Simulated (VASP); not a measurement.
# Cd3HgSe4 (P-43m) in VASP: relaxation of cell and atoms with PBE

Aim: the relaxation of cell and atoms of Cd3HgSe4 with PBE.

Everything below comes from runs of VASP 6.6.1. Logs are shortened: lines on timing, memory, paths and dates and some standing lists are left out, and cuts for length are marked.

## Step 1: The cell of the first run

The structure is cubic, space group P-43m (No. 215). Conventional cell: a = 6.212 Å, b = 6.212 Å, c = 6.212 Å, α = 90.00°, β = 90.00°, γ = 90.00°. Within 3.5 Å of Cd (site symmetry -42m) lie 4 Se at 2.68 Å. Hg (site symmetry -43m) has 4 Se at 2.71 Å within 3.6 Å. Se (site symmetry 3m) has 3 Cd at 2.68 Å and 1 Hg at 2.71 Å within 3.5 Å.

## Step 2: Relaxation of cell and atoms, PBE

INCAR

```
SYSTEM = Cd3HgSe4
PREC = Accurate
ENCUT = 600
EDIFF = 1E-6
ISMEAR = 0
SIGMA = 0.01
LREAL = .FALSE.
LASPH = .TRUE.
NELM = 80
ALGO = Normal
ISIF = 3
LWAVE = .FALSE.
LCHARG = .FALSE.
GGA = PE
IBRION = 2
NSW = 100
EDIFFG = -0.01
```

KPOINTS

```
Automatic mesh
0
G
  6 6 6
  0 0 0
```

POSCAR

```
Cd3HgSe4
1.0
    6.2119694000      0.0000000000      0.0000000000
    0.0000000000      6.2119694000      0.0000000000
    0.0000000000      0.0000000000      6.2119694000
Cd Hg Se
3 1 4
Direct
    0.5000000000      0.0000000000      0.0000000000
    0.0000000000      0.0000000000      0.5000000000
    0.0000000000      0.5000000000      0.0000000000
    0.5000000000      0.5000000000      0.5000000000
    0.7518100000      0.2481900000      0.7518100000
    0.7518100000      0.7518100000      0.2481900000
    0.2481900000      0.2481900000      0.2481900000
    0.2481900000      0.7518100000      0.7518100000
```

Potentials or basis: VASP PAW PBE potentials, release 64 (Cd, Hg, Se).

Launch:

```console
$ cat potpaw_PBE.64/Cd/POTCAR potpaw_PBE.64/Hg/POTCAR potpaw_PBE.64/Se/POTCAR > POTCAR
$ mpirun -np 1 vasp_std > vasp.out
```

OUTCAR:

```text
SYSTEM = Cd3HgSe4
   PREC = Accurate
   ENCUT = 600
   EDIFF = 1E-6
   ISMEAR = 0
   LREAL = .FALSE.
   LASPH = .TRUE.
   NELM = 80
   ISIF = 3
   GGA = PE
   IBRION = 2
   NSW = 100
   EDIFFG = -0.01

 ion  position               nearest neighbor table
   1  0.500  0.000  0.000-   5 2.68   6 2.68   7 2.68   8 2.68
   2  0.000  0.000  0.500-   5 2.68   6 2.68   7 2.68   8 2.68
   3  0.000  0.500  0.000-   5 2.68   6 2.68   7 2.68   8 2.68
   4  0.500  0.500  0.500-   5 2.71   6 2.71   7 2.71   8 2.71
   5  0.752  0.248  0.752-   2 2.68   1 2.68   3 2.68   4 2.71
   6  0.752  0.752  0.248-   2 2.68   1 2.68   3 2.68   4 2.71
   7  0.248  0.248  0.248-   2 2.68   1 2.68   3 2.68   4 2.71
   8  0.248  0.752  0.752-   2 2.68   1 2.68   3 2.68   4 2.71

  LATTYP: Found a simple cubic cell.
 ALAT       =     6.2119694000

  Lattice vectors:

 A1 = (   6.2119694000,   0.0000000000,   0.0000000000)
 A2 = (   0.0000000000,   6.2119694000,   0.0000000000)
 A3 = (   0.0000000000,   0.0000000000,   6.2119694000)

Analysis of symmetry for initial positions (statically):
=====================================================================
 Subroutine PRICEL returns:
 Original cell was already a primitive cell.

 Routine SETGRP: Setting up the symmetry group for a
 simple cubic supercell.

 Subroutine GETGRP returns: Found 24 space group operations
 (whereof 24 operations were pure point group operations)
 out of a pool of 48 trial point group operations.

The static configuration has the point symmetry T_d .

Analysis of symmetry for dynamics (positions and initial velocities):
=====================================================================
 Subroutine PRICEL returns:
 Original cell was already a primitive cell.

 Routine SETGRP: Setting up the symmetry group for a
 simple cubic supercell.

 Subroutine GETGRP returns: Found 24 space group operations
 (whereof 24 operations were pure point group operations)
 out of a pool of 48 trial point group operations.

The dynamic configuration has the point symmetry T_d .

 Subroutine INISYM returns: Found 24 space group operations
 (whereof 24 operations are pure point group operations),
 and found     1 'primitive' translations

----------------------------------------------------------------------------------------

                                     Primitive cell

  volume of cell :     239.7110

  direct lattice vectors                    reciprocal lattice vectors
     6.211969400  0.000000000  0.000000000     0.160979544  0.000000000  0.000000000
     0.000000000  6.211969400  0.000000000     0.000000000  0.160979544  0.000000000
     0.000000000  0.000000000  6.211969400     0.000000000  0.000000000  0.160979544

  length of vectors
     6.211969400  6.211969400  6.211969400     0.160979544  0.160979544  0.160979544

  position of ions in fractional coordinates (direct lattice)
     0.500000000  0.000000000  0.000000000
     0.000000000  0.000000000  0.500000000
     0.000000000  0.500000000  0.000000000
     0.500000000  0.500000000  0.500000000
     0.751810000  0.248190000  0.751810000
     0.751810000  0.751810000  0.248190000
     0.248190000  0.248190000  0.248190000
     0.248190000  0.751810000  0.751810000

  ion indices of the primitive-cell ions
   primitive index   ion index
                 1           1
                 2           2
                 3           3
                 4           4
                 5           5
                 6           6
                 7           7
                 8           8

----------------------------------------------------------------------------------------

 KPOINTS: Automatic mesh

Automatic generation of k-mesh.
 Grid dimensions read from file:
 generate k-points for:    6    6    6

 Generating k-lattice:

  Cartesian coordinates                     Fractional coordinates (reciprocal lattice)
     0.026829924  0.000000000  0.000000000     0.166666667  0.000000000  0.000000000
     0.000000000  0.026829924  0.000000000     0.000000000  0.166666667  0.000000000
     0.000000000  0.000000000  0.026829924     0.000000000  0.000000000  0.166666667

  Length of vectors
     0.026829924  0.026829924  0.026829924

  Shift w.r.t. Gamma in fractional coordinates (k-lattice)
[... 35 lines left out ...]
   NGX,Y,Z   is equivalent  to a cutoff of  13.38, 13.38, 13.38 a.u.
   NGXF,Y,Z  is equivalent  to a cutoff of  26.76, 26.76, 26.76 a.u.
 SYSTEM =  Cd3HgSe4
   PREC   = accura    normal or accurate (medium, high low for compatibility)
   ISTART =      0    job   : 0-new  1-cont  2-samecut
   ICHARG =      2    charge: 1-file 2-atom 10-const
   ISPIN  =      1    spin polarized calculation?
   LNONCOLLINEAR =      F non collinear calculations
   LSORBIT =      F    spin-orbit coupling
   LASPH  =      T    aspherical Exc in radial PAW
   ENCUT  =  600.0 eV  44.10 Ry    6.64 a.u.  12.41 12.41 12.41*2*pi/ulx,y,z
   NELM   =     80;   NELMIN=  2; NELMDL= -5     # of ELM steps
   EDIFF  = 0.1E-05   stopping-criterion for ELM
   LREAL  =      F    real-space projection
   EDIFFG = -.1E-01   stopping-criterion for IOM
   NSW    =    100    number of steps for IOM
   IBRION =      2    ionic relax: 0-MD 1-quasi-New 2-CG
   NFREE  =      1    steps in history (QN), initial steepest desc. (CG)
   ISIF   =      3    stress and relaxation
   ISYM   =      2    0-nonsym 1-usesym 2-fastsym
   POTIM  = 0.5000    time-step for ionic-motion
   TEBEG  =    0.0;   TEEND  =   0.0 temperature during run
   PSTRESS=    0.0 pullay stress
   NELECT =      72.0000    total number of electrons
   NUPDOWN=      -1.0000    fix difference up-down
   EMIN   =  10.00;   EMAX   =-10.00  energy-range for DOS
   EFERMI =   0.00;   METHOD = LEGACY
   ISMEAR =     0;   SIGMA  =   0.01  broadening in eV -4-tet -1-fermi 0-gaus
   EFERMI_NEDOS =   21; number of points for ismear=-14 and -15
   IALGO  =     38    algorithm
   IMIX   =      4    mixing-type and parameters
     AMIX     =   0.40;   BMIX     =  1.00
     AMIX_MAG =   1.60;   BMIX_MAG =  1.00
  volume/ion in A,a.u.               =      29.96       202.21
  Fermi-wavevector in a.u.,A,eV,Ry     =   1.096368  2.071835 16.354513  1.202023
  Thomas-Fermi vector in A             =   2.232709
   LORBIT       =      0    0 simple, 1 ext, 2 COOP (PROOUT), +10 PAW based schemes
   GGA     = PE    functional components
   LHFCALC =     F    Hartree Fock is set to
   AEXX    =    0.0000 exact exchange contribution
   IVDW    =     0    specifies the selected vdW correction
   LEPSILON=     F    determine dielectric tensor
   LRPA    =     F    only Hartree local field effects (RPA)
 conjugate gradient relaxation of ions
 non-spin polarized calculation
 Gauss-broadening in eV      SIGMA  =   0.01
  energy-cutoff  :      600.00
  volume of cell :      239.71
 maximum number of plane-waves:      8045
 NGX is ok and might be reduce to    50
   NGX = 25   NGY = 25   NGZ = 25

--------------------------------------- Ionic step        1  -------------------------------------------

 number of electron      72.0000029 magnetization

 Free energy of the ion-electron system (eV)
  ---------------------------------------------------
  ext. energy  EPLUGINS =         0.00000000
  ---------------------------------------------------
  free energy    TOTEN  =       -20.56350409 eV

  energy without entropy =      -20.56350409  energy(sigma->0) =      -20.56350409

------------------------ aborting loop because EDIFF is reached ----------------------------------------

  FORCE on cell =-STRESS in cart. coord.  units (eV):
  Direction    XX          YY          ZZ          XY          YZ          ZX
  --------------------------------------------------------------------------------------
  -------------------------------------------------------------------------------------
  Total        0.3232180      0.3232180      0.3232180     -0.0000000     -0.0000000      0.0000000
  in kB        2.1603203      2.1603203      2.1603203     -0.0000000     -0.0000000      0.0000000
  external PRESSURE =       2.1603203 kB  Pullay stress =       0.0000000 kB

 VOLUME and BASIS-vectors are now :
 -----------------------------------------------------------------------------
  energy-cutoff  :      600.00
  volume of cell :      239.71
      direct lattice vectors                 reciprocal lattice vectors
     6.211969400  0.000000000  0.000000000     0.160979544  0.000000000  0.000000000
     0.000000000  6.211969400  0.000000000     0.000000000  0.160979544  0.000000000
     0.000000000  0.000000000  6.211969400     0.000000000  0.000000000  0.160979544

 POSITION                                       TOTAL-FORCE (eV/Angst)
 -----------------------------------------------------------------------------------
      3.10598      0.00000      0.00000         0.000000     -0.000000      0.000000
      0.00000      0.00000      3.10598         0.000000     -0.000000      0.000000
      0.00000      3.10598      0.00000         0.000000     -0.000000      0.000000
      3.10598      3.10598      3.10598        -0.000000     -0.000000      0.000000
      4.67022      1.54175      4.67022        -0.001074      0.001074     -0.001074
      4.67022      4.67022      1.54175        -0.001074     -0.001074      0.001074
      1.54175      1.54175      1.54175         0.001074      0.001074      0.001074
      1.54175      4.67022      4.67022         0.001074     -0.001074     -0.001074
 -----------------------------------------------------------------------------------
    total drift:                                0.000000      0.000000      0.000000

  FREE ENERGIE OF THE ION-ELECTRON SYSTEM (eV)
  ---------------------------------------------------
  free  energy   TOTEN  =       -20.5635040936 eV

  energy  without entropy=      -20.5635040936  energy(sigma->0) =      -20.56350409

--------------------------------------- Ionic step        2  -------------------------------------------

 number of electron      72.0000030 magnetization

 Free energy of the ion-electron system (eV)
  ---------------------------------------------------
  ext. energy  EPLUGINS =         0.00000000
  ---------------------------------------------------
  free energy    TOTEN  =       -20.56418835 eV

  energy without entropy =      -20.56418835  energy(sigma->0) =      -20.56418835

 E-fermi :   0.6283     XC(G=0):  -8.6128

 val. band max:        0.5863727041   @ k =   0.0000   0.0000   0.0000
 cond. band min:       0.6692701569   @ k =   0.0000   0.0000   0.0000
 fundamental gap:      0.0828974528
 Fermi energy:         0.6282786819

 k-point     1 :       0.0000    0.0000    0.0000
  band No.  band energies     occupation
      1     -11.8333      2.00000
      2     -11.3882      2.00000
      3     -11.3882      2.00000
      4     -11.3882      2.00000
      5      -7.2057      2.00000
      6      -7.2057      2.00000
[... 909 lines left out ...]
     42       6.8911      0.00000
     43       6.8922      0.00000

------------------------ aborting loop because EDIFF is reached ----------------------------------------

  FORCE on cell =-STRESS in cart. coord.  units (eV):
  Direction    XX          YY          ZZ          XY          YZ          ZX
  --------------------------------------------------------------------------------------
  -------------------------------------------------------------------------------------
  Total       -0.0742121     -0.0742121     -0.0742121      0.0000000     -0.0000000     -0.0000000
  in kB       -0.4931287     -0.4931287     -0.4931287      0.0000000     -0.0000000     -0.0000000
  external PRESSURE =      -0.4931287 kB  Pullay stress =       0.0000000 kB

 VOLUME and BASIS-vectors are now :
 -----------------------------------------------------------------------------
  energy-cutoff  :      600.00
  volume of cell :      241.12
      direct lattice vectors                 reciprocal lattice vectors
     6.224077221  0.000000000  0.000000000     0.160666387  0.000000000  0.000000000
    -0.000000000  6.224077221  0.000000000    -0.000000000  0.160666387  0.000000000
    -0.000000000 -0.000000000  6.224077221    -0.000000000 -0.000000000  0.160666387

 POSITION                                       TOTAL-FORCE (eV/Angst)
 -----------------------------------------------------------------------------------
      3.11204      6.22408      0.00000         0.000000      0.000000     -0.000000
     -0.00000      6.22408      3.11204         0.000000     -0.000000     -0.000000
     -0.00000      3.11204      0.00000         0.000000      0.000000     -0.000000
      3.11204      3.11204      3.11204         0.000000      0.000000     -0.000000
      4.67927      1.54481      4.67927        -0.000532      0.000532     -0.000532
      4.67927      4.67927      1.54481        -0.000532     -0.000532      0.000532
      1.54481      1.54481      1.54481         0.000532      0.000532      0.000532
      1.54481      4.67927      4.67927         0.000532     -0.000532     -0.000532
 -----------------------------------------------------------------------------------
    total drift:                                0.000000      0.000000      0.000000

  FREE ENERGIE OF THE ION-ELECTRON SYSTEM (eV)
  ---------------------------------------------------
  free  energy   TOTEN  =       -20.5641883473 eV

  energy  without entropy=      -20.5641883473  energy(sigma->0) =      -20.56418835

 reached required accuracy - stopping structural energy minimisation
```

Wall time 2.8 min (1 thread of AMD EPYC 9R45 (Zen 5), shared host); peak memory 0.49 GiB.

Results:

| Property | Result |
| --- | --- |
| Free energy | -20.5642 eV |
| Relaxed volume | 30.14 Å³/atom |
| Relaxed cell | a = 6.224 Å, b = 6.224 Å, c = 6.224 Å, α = 90.00°, β = 90.00°, γ = 90.00° |
| Space group after relaxing (to 0.1 Å) | P-43m (No. 215) |
| Energy gained by relaxing | 0.1 meV/atom |
| Ionic steps | 2 |
| Pressure after relaxing | 0.0 GPa |
| Band gap on the k mesh | 0.08 eV |

Step by step:
```csv
step,energy change (eV),largest force (eV/Å),pressure (GPa),volume (Å³)
1,0.0000,0.0019,0.22,239.71
2,-0.0007,0.0009,-0.05,241.12
```

Final structure:
```
Cd Hg Se
1.0
     6.22408    0.00000    0.00000
     0.00000    6.22408    0.00000
     0.00000    0.00000    6.22408
Cd Hg Se
3 1 4
Direct
  0.50000 0.00000 0.00000
  0.00000 0.00000 0.50000
  0.00000 0.50000 0.00000
  0.50000 0.50000 0.50000
  0.75180 0.24820 0.75180
  0.75180 0.75180 0.24820
  0.24820 0.24820 0.24820
  0.24820 0.75180 0.75180
```

Levels at points of the mesh, in eV from the valence-band top:
| k point | band 32 | band 33 | band 34 | band 35 | band 36 | band 37 | band 38 | band 39 | band 40 | band 41 |
| --- | --- | --- | --- | --- | --- | --- | --- | --- | --- | --- |
| (0.00, 0.00, 0.00) | -1.70 | -1.70 | 0.00 | 0.00 | 0.00 | 0.08 | 2.91 | 3.24 | 3.24 | 3.24 |
| (0.50, 0.00, 0.00) | -2.00 | -1.03 | -1.03 | -0.88 | -0.88 | 2.61 | 3.00 | 3.93 | 4.20 | 4.42 |
| (0.50, 0.50, 0.00) | -1.83 | -0.84 | -0.72 | -0.66 | -0.66 | 2.63 | 3.45 | 3.45 | 3.52 | 5.78 |
| (0.50, 0.50, 0.50) | -0.76 | -0.76 | -0.59 | -0.59 | -0.59 | 1.33 | 2.23 | 2.23 | 2.23 | 6.30 |

Caveat: spin-orbit coupling is left out, which moves the levels of the heavy elements.
